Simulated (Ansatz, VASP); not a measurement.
## KF in VASP and in Ansatz

The input POSCAR:

```
KF
1.0
    0.0000000000      2.6718500000      2.6718500000
    2.6718500000      0.0000000000      2.6718500000
    2.6718500000      2.6718500000      0.0000000000
K F
1 1
Direct
    0.0000000000      0.0000000000      0.0000000000
    0.5000000000      0.5000000000      0.5000000000
```

Contents of INCAR.step1:

```
SYSTEM = KF
PREC = Accurate
ENCUT = 520
EDIFF = 1E-5
ISMEAR = -1
SIGMA = 0.05
LREAL = .False.
LASPH = .True.
NELM = 100
ALGO = Normal
ISIF = 2
LWAVE = .True.
LCHARG = .False.
NBANDS = 15
GGA = PE
```

File INCAR.step2:

```
SYSTEM = KF
PREC = Accurate
ENCUT = 520
EDIFF = 1E-7
ISMEAR = -1
SIGMA = 0.05
LREAL = .False.
LASPH = .True.
NELM = 100
ALGO = Normal
ISIF = 2
LWAVE = .False.
LCHARG = .False.
GGA = PE
LHFCALC = .True.
AEXX = 0.5
HFSCREEN = 0.2
PRECFOCK = Normal
NBANDS = 15
ISTART = 1
```

KPOINTS

```
Automatic mesh
0
Gamma
  5 5 5
  0 0 0
```

Contents of input.yaml:

```yaml
crystal:
  lattice:
    - [0.0, 2.67185, 2.67185]
    - [2.67185, 0.0, 2.67185]
    - [2.67185, 2.67185, 0.0]
  atoms:
    - { symbol: K, position: [0.0, 0.0, 0.0] }
    - { symbol: F, position: [0.5, 0.5, 0.5] }
hamiltonian:
  xc: { exchange: pbe, correlation: pbe, exx: { coeff: 0.5, omega: 0.2 } }
  pseudopotentials: { kind: paw }
kpoints:
  mp_grid: { grid: [5, 5, 5] }
scf:
  occupations: { method: fermi_dirac, width: 0.05 }
output:
  forces: true
  stress: true
  eigenvalues: true
```

Alike in both runs: task single point; functional PBE-based screened hybrid; k mesh 5 × 5 × 5; occupations fermi-dirac, width 0.05 eV; no spin polarisation.

|  | VASP | Ansatz |
| --- | --- | --- |
| version | VASP 6.6.1 | Ansatz 0.2.0 |
| potentials or method | VASP PAW PBE potentials, release 64 (K_sv, F) | Ansatz PAW |
| plane-wave cutoff (eV) | 520 | 420 |
| valence electrons in the cell | 16 | 16 |

```csv
,VASP,Ansatz,Ansatz less VASP
gap on the k mesh at the Fermi level (eV),10.29,10.31,+0.025
least direct gap on the mesh (eV),10.29,10.31,+0.025
pressure (GPa),-0.3,-0.4,-0.13
```

VASP's potentials were made for PBE, not for PBE-based screened hybrid.

Noted on Ansatz's run: odd divisions of the mesh miss points on the zone boundary, where band edges often lie, so the gap on the mesh can be too wide.
